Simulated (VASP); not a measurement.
# ZrPdSe4 (P6/mmm) in VASP: further runs

Runs on ZrPdSe4. Level: PBE. Tasks: single point, relaxation of cell and atoms.

All numbers are computed with VASP 6.6.1; they aren't measurements. Logs are shortened: lines on timing, memory, paths and dates and some standing lists are left out, and cuts for length are marked.

### Step 1. The cell of the first run

It takes space group P6/mmm (No. 191, hexagonal). The conventional cell has a = 3.985 Å, b = 3.985 Å, c = 8.848 Å, α = 90.00°, β = 90.00°, γ = 120.00°. Within 4.5 Å of Zr (site symmetry 6/mmm) lie 12 Se at 3.29 Å and 6 Zr at 3.98 Å and 2 Pd at 4.42 Å. Within 4.1 Å of Pd (site symmetry 6/mmm) lie 12 Se at 3.09 Å and 6 Pd at 3.98 Å. Within 3.1 Å of Se (site symmetry 3m) lie 3 Se at 2.30 Å and 3 Pd at 3.09 Å.

The cell was built from a structure type or drawn by symmetry, and may not be a known phase.

### Step 2. Single point, PBE, collinear spin

Input file INCAR:

```
SYSTEM = ZrPdSe4
PREC = Accurate
ENCUT = 520
EDIFF = 1E-7
ISMEAR = 0
SIGMA = 0.1
LREAL = .FALSE.
LASPH = .TRUE.
NELM = 150
ALGO = Normal
ISIF = 2
LWAVE = .FALSE.
LCHARG = .FALSE.
ISPIN = 2
MAGMOM = 0 1 0 0 0 0
LORBIT = 11
LMAXMIX = 4
GGA = PE
NBANDS = 36
```

Input file KPOINTS:

```
Automatic mesh
0
G
  6 6 2
  0 0 0
```

Input file POSCAR:

```
ZrPdSe4
1.0
    3.9846441600      0.0000000000      0.0000000000
   -1.9923220800      3.4508030700      0.0000000000
    0.0000000000      0.0000000000      8.8476038100
Zr Pd Se
1 1 4
Direct
    0.0000000000      0.0000000000      0.5000000000
    0.0000000000      0.0000000000      0.0000000000
    0.6666666700      0.3333333300      0.2336920100
    0.3333333300      0.6666666700      0.7663079900
    0.3333333300      0.6666666700      0.2336920100
    0.6666666700      0.3333333300      0.7663079900
```

Potentials or basis: VASP PAW PBE potentials, release 64 (Zr_sv, Pd, Se).

Launch:

```
$ cat potpaw_PBE.64/Zr_sv/POTCAR potpaw_PBE.64/Pd/POTCAR potpaw_PBE.64/Se/POTCAR > POTCAR
$ mpirun -np 1 vasp_std > vasp.out
```

OUTCAR:

```text
SYSTEM = ZrPdSe4
   PREC = Accurate
   ENCUT = 520
   EDIFF = 1E-7
   ISMEAR = 0
   LREAL = .FALSE.
   LASPH = .TRUE.
   NELM = 150
   ISIF = 2
   ISPIN = 2
   LORBIT = 11
   GGA = PE

 ion  position               nearest neighbor table
   1  0.000  0.000  0.500-   3 3.29   4 3.29   5 3.29   6 3.29   3 3.29   6 3.29   4 3.29   5 3.29
                             3 3.29   6 3.29   4 3.29   5 3.29
   2  0.000  0.000  0.000-   3 3.09   4 3.09   5 3.09   6 3.09   3 3.09   6 3.09   4 3.09   5 3.09
                             3 3.09   6 3.09   4 3.09   5 3.09
   3  0.667  0.333  0.234-   5 2.30   5 2.30   5 2.30   2 3.09   2 3.09   2 3.09   1 3.29   1 3.29
                             1 3.29
   4  0.333  0.667  0.766-   6 2.30   6 2.30   6 2.30   2 3.09   2 3.09   2 3.09   1 3.29   1 3.29
                             1 3.29
   5  0.333  0.667  0.234-   3 2.30   3 2.30   3 2.30   2 3.09   2 3.09   2 3.09   1 3.29   1 3.29
                             1 3.29
   6  0.667  0.333  0.766-   4 2.30   4 2.30   4 2.30   2 3.09   2 3.09   2 3.09   1 3.29   1 3.29
                             1 3.29

  LATTYP: Found a hexagonal cell.
 ALAT       =     3.9846441600
 C/A-ratio  =     2.2204250755

  Lattice vectors:

 A1 = (   3.9846441600,   0.0000000000,   0.0000000000)
 A2 = (  -1.9923220800,   3.4508030700,   0.0000000000)
 A3 = (   0.0000000000,   0.0000000000,   8.8476038100)

Analysis of symmetry for initial positions (statically):
=====================================================================
 Subroutine PRICEL returns:
 Original cell was already a primitive cell.

 Routine SETGRP: Setting up the symmetry group for a
 hexagonal supercell.

 Subroutine GETGRP returns: Found 24 space group operations
 (whereof 24 operations were pure point group operations)
 out of a pool of 24 trial point group operations.

The static configuration has the point symmetry D_6h.

Analysis of symmetry for dynamics (positions and initial velocities):
=====================================================================
 Subroutine PRICEL returns:
 Original cell was already a primitive cell.

 Routine SETGRP: Setting up the symmetry group for a
 hexagonal supercell.

 Subroutine GETGRP returns: Found 24 space group operations
 (whereof 24 operations were pure point group operations)
 out of a pool of 24 trial point group operations.

The dynamic configuration has the point symmetry D_6h.

Analysis of structural, dynamic, and magnetic symmetry:
=====================================================================
 Subroutine PRICEL returns:
 Original cell was already a primitive cell.

 Routine SETGRP: Setting up the symmetry group for a
 hexagonal supercell.

 Subroutine GETGRP returns: Found 24 space group operations
 (whereof 24 operations were pure point group operations)
 out of a pool of 24 trial point group operations.

The overall configuration has the point symmetry D_6h.

 Subroutine INISYM returns: Found 24 space group operations
 (whereof 24 operations are pure point group operations),
 and found     1 'primitive' translations

----------------------------------------------------------------------------------------

                                     Primitive cell

  volume of cell :     121.6565

  direct lattice vectors                    reciprocal lattice vectors
     3.984644160  0.000000000  0.000000000     0.250963439  0.144893809  0.000000000
    -1.992322080  3.450803070  0.000000000     0.000000000  0.289787617  0.000000000
     0.000000000  0.000000000  8.847603810     0.000000000  0.000000000  0.113024952

  length of vectors
     3.984644160  3.984644162  8.847603810     0.289787618  0.289787617  0.113024952

  position of ions in fractional coordinates (direct lattice)
     0.000000000  0.000000000  0.500000000
     0.000000000  0.000000000  0.000000000
     0.666666670  0.333333330  0.233692010
     0.333333330  0.666666670  0.766307990
     0.333333330  0.666666670  0.233692010
     0.666666670  0.333333330  0.766307990

  ion indices of the primitive-cell ions
   primitive index   ion index
                 1           1
                 2           2
                 3           3
                 4           4
[... 45 lines left out ...]
   k-points           NKPTS =     14   k-points in BZ     NKDIM =     14   number of bands    NBANDS=     36
   number of dos      NEDOS =    301   number of ions     NIONS =      6
   total plane-waves  NPLWV =  63000
   dimension x,y,z NGX =    30 NGY =   30 NGZ =   70
   dimension x,y,z NGXF=    60 NGYF=   60 NGZF=  140
   ions per type =               1   1   4
   NGX,Y,Z   is equivalent  to a cutoff of  12.52, 12.52, 13.15 a.u.
   NGXF,Y,Z  is equivalent  to a cutoff of  25.03, 25.03, 26.31 a.u.
 SYSTEM =  ZrPdSe4
   PREC   = accura    normal or accurate (medium, high low for compatibility)
   ISTART =      0    job   : 0-new  1-cont  2-samecut
   ICHARG =      2    charge: 1-file 2-atom 10-const
   ISPIN  =      2    spin polarized calculation?
   LNONCOLLINEAR =      F non collinear calculations
   LSORBIT =      F    spin-orbit coupling
   LASPH  =      T    aspherical Exc in radial PAW
   ENCUT  =  520.0 eV  38.22 Ry    6.18 a.u.   7.41  7.41 16.45*2*pi/ulx,y,z
   NELM   =    150;   NELMIN=  2; NELMDL= -5     # of ELM steps
   EDIFF  = 0.1E-06   stopping-criterion for ELM
   LREAL  =      F    real-space projection
   EDIFFG = 0.1E-05   stopping-criterion for IOM
   NSW    =      0    number of steps for IOM
   IBRION =     -1    ionic relax: 0-MD 1-quasi-New 2-CG
   NFREE  =      0    steps in history (QN), initial steepest desc. (CG)
   ISIF   =      2    stress and relaxation
   ISYM   =      2    0-nonsym 1-usesym 2-fastsym
   POTIM  = 0.5000    time-step for ionic-motion
   TEBEG  =    0.0;   TEEND  =   0.0 temperature during run
   PSTRESS=    0.0 pullay stress
   NELECT =      46.0000    total number of electrons
   NUPDOWN=      -1.0000    fix difference up-down
   EMIN   =  10.00;   EMAX   =-10.00  energy-range for DOS
   EFERMI =   0.00;   METHOD = LEGACY
   ISMEAR =     0;   SIGMA  =   0.10  broadening in eV -4-tet -1-fermi 0-gaus
   EFERMI_NEDOS =   21; number of points for ismear=-14 and -15
   IALGO  =     38    algorithm
   IMIX   =      4    mixing-type and parameters
     AMIX     =   0.40;   BMIX     =  1.00
     AMIX_MAG =   1.60;   BMIX_MAG =  1.00
  volume/ion in A,a.u.               =      20.28       136.83
  Fermi-wavevector in a.u.,A,eV,Ry     =   1.183811  2.237078 19.067315  1.401408
  Thomas-Fermi vector in A             =   2.320038
   LORBIT       =     11    0 simple, 1 ext, 2 COOP (PROOUT), +10 PAW based schemes
   GGA     = PE    functional components
   LHFCALC =     F    Hartree Fock is set to
   AEXX    =    0.0000 exact exchange contribution
   IVDW    =     0    specifies the selected vdW correction
   LEPSILON=     F    determine dielectric tensor
   LRPA    =     F    only Hartree local field effects (RPA)
 spin polarized calculation
 Gauss-broadening in eV      SIGMA  =   0.10
  energy-cutoff  :      520.00
  volume of cell :      121.66
 maximum number of plane-waves:      3320
 NGX is ok and might be reduce to    30
   NGX = 15   NGY = 15   NGZ = 33

 number of electron      46.0000005 magnetization       0.0018203

 number of electron      46.0000005 magnetization      -0.0004761

 Free energy of the ion-electron system (eV)
  ---------------------------------------------------
  ext. energy  EPLUGINS =         0.00000000
  ---------------------------------------------------
  free energy    TOTEN  =       -20.94863034 eV

  energy without entropy =      -20.92866840  energy(sigma->0) =      -20.93864937

 E-fermi :   7.6264     XC(G=0): -10.7254

 val. band max:        7.5912114347   @ k =   0.0000   0.0000   0.5000
 cond. band min:       7.6364230304   @ k =   0.1667   0.0000   0.0000
 fundamental gap:      0.0452115956
 Fermi energy:         7.6264470532

 spin component 1

 k-point     1 :       0.0000    0.0000    0.0000
  band No.  band energies     occupation
      1     -42.7448      1.00000
      2     -20.7123      1.00000
      3     -20.7123      1.00000
      4     -20.6618      1.00000
      5     -10.8942      1.00000
      6     -10.7422      1.00000
[... 521 lines left out ...]
     34      12.6868      0.00000
     35      13.2559      0.00000
 Fermi energy:         7.6264470532

 spin component 2

 k-point     1 :       0.0000    0.0000    0.0000
  band No.  band energies     occupation
      1     -42.7450      1.00000
      2     -20.7127      1.00000
      3     -20.7127      1.00000
      4     -20.6620      1.00000
      5     -10.8942      1.00000
      6     -10.7422      1.00000
[... 521 lines left out ...]
     34      12.6863      0.00000
     35      13.2559      0.00000
 [bands above 35 left out]

------------------------ aborting loop because EDIFF is reached ----------------------------------------

  FORCE on cell =-STRESS in cart. coord.  units (eV):
  Direction    XX          YY          ZZ          XY          YZ          ZX
  --------------------------------------------------------------------------------------
  -------------------------------------------------------------------------------------
  Total       24.0966926     24.0966926     -6.6337057     -0.0000000     -0.0000000      0.0000000
  in kB      317.3457106    317.3457111    -87.3637760     -0.0000000     -0.0000000      0.0000000
  external PRESSURE =     182.4425486 kB  Pullay stress =       0.0000000 kB

 VOLUME and BASIS-vectors are now :
 -----------------------------------------------------------------------------
  energy-cutoff  :      520.00
  volume of cell :      121.66
      direct lattice vectors                 reciprocal lattice vectors
     3.984644160  0.000000000  0.000000000     0.250963439  0.144893809  0.000000000
    -1.992322080  3.450803070  0.000000000     0.000000000  0.289787617  0.000000000
     0.000000000  0.000000000  8.847603810     0.000000000  0.000000000  0.113024952

 POSITION                                       TOTAL-FORCE (eV/Angst)
 -----------------------------------------------------------------------------------
      0.00000      0.00000      4.42380        -0.000000      0.000000      0.000000
      0.00000      0.00000      0.00000        -0.000000      0.000000      0.000000
      1.99232      1.15027      2.06761        -0.000000      0.000000      0.549066
     -0.00000      2.30054      6.77999         0.000000      0.000000     -0.549066
     -0.00000      2.30054      2.06761        -0.000000     -0.000000      0.549066
      1.99232      1.15027      6.77999        -0.000000      0.000000     -0.549066
 -----------------------------------------------------------------------------------
    total drift:                                0.000000     -0.000000      0.000000

  FREE ENERGIE OF THE ION-ELECTRON SYSTEM (eV)
  ---------------------------------------------------
  free  energy   TOTEN  =       -20.9486303405 eV

  energy  without entropy=      -20.9286684017  energy(sigma->0) =      -20.93864937

 total charge

# of ion       s       p       d       tot
------------------------------------------
    1        2.129   5.913   1.539   9.581
    2        0.249   0.147   8.802   9.198
    3        1.547   2.213   0.160   3.920
    4        1.547   2.213   0.160   3.920
    5        1.547   2.213   0.160   3.920
    6        1.547   2.213   0.160   3.920
--------------------------------------------------
tot          8.566  14.913  10.980  34.459

 magnetization (x)

# of ion       s       p       d       tot
------------------------------------------
    1       -0.000  -0.000  -0.000  -0.000
    2        0.000   0.000   0.000   0.000
    3        0.000   0.000   0.000   0.000
    4        0.000   0.000   0.000   0.000
    5        0.000   0.000   0.000   0.000
    6        0.000   0.000   0.000   0.000
--------------------------------------------------
tot         -0.000   0.000  -0.000  -0.000
```

Run time: 86 s. Hardware: 1 thread of Intel Xeon 6975P-C (Granite Rapids), shared host; peak memory 0.34 GiB.

What came out:

- Free energy: -20.9486 eV
- Pressure: 18.2 GPa
- Largest force: 0.549 eV/Å
- Band gap on the k mesh: zero (filled and empty bands overlap)
- Net moment: 0.00 μB per cell
- Valence electrons inside the program's atomic spheres: Zr 9.58; Pd 9.20; Se 3.92

Forces on the atoms (eV/Å):
```
Zr   0.000  0.000  0.000
Pd   0.000  0.000  0.000
Se   0.000  0.000  0.549
Se   0.000  0.000 -0.549
Se   0.000  0.000  0.549
Se   0.000  0.000 -0.549
```

Levels at points of the mesh, in eV from the Fermi level:
Spin up:
```
           k point  band 19  band 20  band 21  band 22  band 23  band 24  band 25  band 26  band 27  band 28
(0.00, 0.00, 0.00)    -1.87    -1.58    -1.31    -1.31    -0.77    -0.77    -0.04     0.02     0.02     0.17
(0.50, 0.00, 0.00)    -1.52    -1.43    -1.22    -0.22     0.64     1.40     1.48     1.51     1.80     2.73
(0.00, 0.00, 0.50)    -1.92    -1.82    -1.82    -1.46    -0.04    -0.04     0.08     0.08     0.24     0.40
(0.50, 0.00, 0.50)    -1.48    -1.20    -0.98     0.15     0.43     0.89     1.39     1.53     2.52     2.74
```
Spin down:
| k point | band 21 | band 22 | band 23 | band 24 | band 25 | band 26 |
| --- | --- | --- | --- | --- | --- | --- |
| (0.00, 0.00, 0.00) | -1.31 | -1.31 | -0.77 | -0.77 | -0.04 | 0.02 |
| (0.50, 0.00, 0.00) | -1.22 | -0.22 | 0.64 | 1.40 | 1.48 | 1.51 |
| (0.00, 0.00, 0.50) | -1.82 | -1.46 | -0.04 | -0.04 | 0.08 | 0.08 |
| (0.50, 0.00, 0.50) | -0.98 | 0.15 | 0.43 | 0.89 | 1.39 | 1.53 |

Caveat: the cell stands under pressure.

### Step 3. Relaxation of cell and atoms, PBE

This run uses another cell than the first one, of 19.87 Å³/atom.

Input file INCAR:

```
SYSTEM = ZrPdSe4
ALGO     = Normal         ! electronic algorithm
EDIFF    = 1E-7           ! SCF threshold, eV
EDIFFG   = -0.04          ! ionic threshold
ENCUT    = 600            ! plane-wave cutoff, eV
GGA      = PE             ! functional
IBRION   = 2              ! ionic algorithm
ISIF     = 3              ! what is computed and relaxed
ISMEAR   = 0              ! smearing method
LASPH    = .TRUE.         ! aspherical terms in the spheres
LCHARG   = .FALSE.        ! write CHGCAR
LREAL    = .FALSE.        ! projectors in reciprocal space
LWAVE    = .FALSE.        ! write WAVECAR
NELM     = 60             ! most SCF steps
NSW      = 90             ! ionic steps
PREC     = Accurate       ! precision mode
SIGMA    = 0.1            ! smearing width, eV
```

Input file KPOINTS:

```
k-points
0
G
  6 6 4
  0 0 0
```

Input file POSCAR:

```
ZrPdSe4
1.0
    4.9272963949      0.0000000000      0.0000000000
   -2.4636481975      4.2671638500      0.0000000000
    0.0000000000      0.0000000000      5.6713660610
Zr Pd Se
1 1 4
Direct
    0.0000000000      0.0000000000      0.5000000000
    0.0000000000      0.0000000000      0.0000000000
    0.6666666667      0.3333333333      0.2683762927
    0.3333333333      0.6666666667      0.7316237073
    0.3333333333      0.6666666667      0.2683762927
    0.6666666667      0.3333333333      0.7316237073
```

Potentials or basis: VASP PAW PBE potentials, release 64 (Zr_sv, Pd, Se).

Launch:

```
$ cat potpaw_PBE.64/Zr_sv/POTCAR potpaw_PBE.64/Pd/POTCAR potpaw_PBE.64/Se/POTCAR > POTCAR
$ mpirun -np 1 vasp_std > vasp.out
```

It took 2.2 min on 1 thread of Intel Xeon 6975P-C (Granite Rapids), shared host; peak memory 0.33 GiB.

It converged, with:

```
Free energy                           : -27.5625 eV
Relaxed volume                        : 20.15 Å³/atom
Relaxed cell                          : a = 4.938 Å, b = 4.938 Å, c = 5.725 Å, α = 90.00°, β = 90.00°, γ = 120.00°
Space group after relaxing (to 0.1 Å) : P6/mmm (No. 191)
Energy gained by relaxing             : 3.1 meV/atom
Ionic steps                           : 4
Pressure after relaxing               : -0.1 GPa
Largest force after relaxing          : 0.019 eV/Å
Band gap on the k mesh                : zero (bands 23 and 24 overlap by 1.32 eV)
```

Forces in eV/Å, atoms in the order of the input:
```
Zr   0.000  0.000  0.000
Pd   0.000  0.000  0.000
Se   0.000  0.000  0.019
Se   0.000  0.000 -0.019
Se   0.000  0.000  0.019
Se   0.000  0.000 -0.019
```

Stress tensor (GPa, compression positive):
```
-0.09  0.00  0.00
 0.00 -0.09  0.00
 0.00  0.00  0.01
```

Step by step:
```
step  energy change (eV)  largest force (eV/Å)  pressure (GPa)  volume (Å³)
   1              0.0000                0.2220            0.64       119.24
   2             -0.0108                0.1720           -0.20       120.63
   3             -0.0128                0.1439           -0.70       121.51
   4             -0.0188                0.0193           -0.05       120.92
```

Final structure:
```cif
data_structure
_symmetry_space_group_name_H-M 'P 1'
_symmetry_Int_Tables_number 1
_cell_length_a 4.9384
_cell_length_b 4.9384
_cell_length_c 5.7253
_cell_angle_alpha 90.000
_cell_angle_beta 90.000
_cell_angle_gamma 120.000
_cell_volume 120.92
loop_
_atom_site_label
_atom_site_type_symbol
_atom_site_fract_x
_atom_site_fract_y
_atom_site_fract_z
_atom_site_occupancy
Zr1 Zr 0.00000 0.00000 0.50000 1
Pd1 Pd 0.00000 0.00000 0.00000 1
Se1 Se 0.66667 0.33333 0.27388 1
Se2 Se 0.33333 0.66667 0.72612 1
Se3 Se 0.33333 0.66667 0.27388 1
Se4 Se 0.66667 0.33333 0.72612 1
```

Levels at points of the mesh, in eV from the Fermi level:
```csv
k point,band 19,band 20,band 21,band 22,band 23,band 24,band 25,band 26,band 27
"(0.00, 0.00, 0.00)",-2.36,-1.61,-1.61,-0.02,-0.02,0.64,1.47,1.80,1.80
"(0.50, 0.00, 0.00)",-1.39,-1.36,-0.88,-0.09,0.17,1.31,1.53,1.58,2.02
"(0.00, 0.00, 0.50)",-1.91,-1.87,-1.08,-1.08,-0.49,-0.49,0.28,0.49,2.05
"(0.50, 0.00, 0.50)",-1.84,-1.73,-1.49,-0.82,-0.56,-0.23,0.10,1.28,1.51
```

(Continued in part 2 of 2.)
